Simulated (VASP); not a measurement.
A run of VASP 6.6.1 is set up as follows.

The input INCAR:

```
SYSTEM = Al3Pd
ALGO     = Fast           ! electronic algorithm
EDIFF    = 1E-6           ! SCF threshold, eV
ENCUT    = 520            ! plane-wave cutoff, eV
GGA      = PE             ! functional
ISIF     = 2              ! what is computed and relaxed
ISMEAR   = 0              ! smearing method
ISPIN    = 2              ! spin polarisation
LASPH    = .TRUE.         ! aspherical terms in the spheres
LCHARG   = .FALSE.        ! write CHGCAR
LMAXMIX  = 4              ! l up to which the mixer works
LORBIT   = 11             ! projections on sites
LREAL    = .FALSE.        ! projectors in reciprocal space
LWAVE    = .FALSE.        ! write WAVECAR
MAGMOM   = 0 0 0 1        ! initial moments
NBANDS   = 22             ! bands
NELM     = 150            ! most SCF steps
PREC     = Accurate       ! precision mode
SIGMA    = 0.1            ! smearing width, eV
```

File KPOINTS:

```
k-points
0
G
  6 6 2
  0 0 0
```

File POSCAR:

```
Al3Pd
1.0
    2.9419683237      0.0000000000      0.0000000000
   -1.4709841618      2.5478193054      0.0000000000
    0.0000000000      0.0000000000      9.2203935544
Al Pd
3 1
Direct
    0.6666666667      0.3333333333      0.0000000000
    0.6666666667      0.3333333333      0.7151259530
    0.6666666667      0.3333333333      0.2848740470
    0.0000000000      0.0000000000      0.5000000000
```

Potentials or basis: VASP PAW PBE potentials, release 64 (Al, Pd).

The run is started by

```bash
$ cat potpaw_PBE.64/Al/POTCAR potpaw_PBE.64/Pd/POTCAR > POTCAR
$ mpirun -np 1 vasp_std > vasp.out
```

Problem. Predict the net moment.

Solution. 0.00 μB per cell.

Problem. What does it give for the largest force?

Solution. 0.009 eV/Å.

Problem. What does it give for the pressure?

Solution. -0.1 GPa.

Forces in eV/Å, atoms in the order of the input:
```
Al   0.000  0.000  0.000
Al   0.000  0.000  0.009
Al   0.000  0.000 -0.009
Pd   0.000  0.000  0.000
```

Caveat: the k points lie up to 0.41 Å⁻¹ apart.
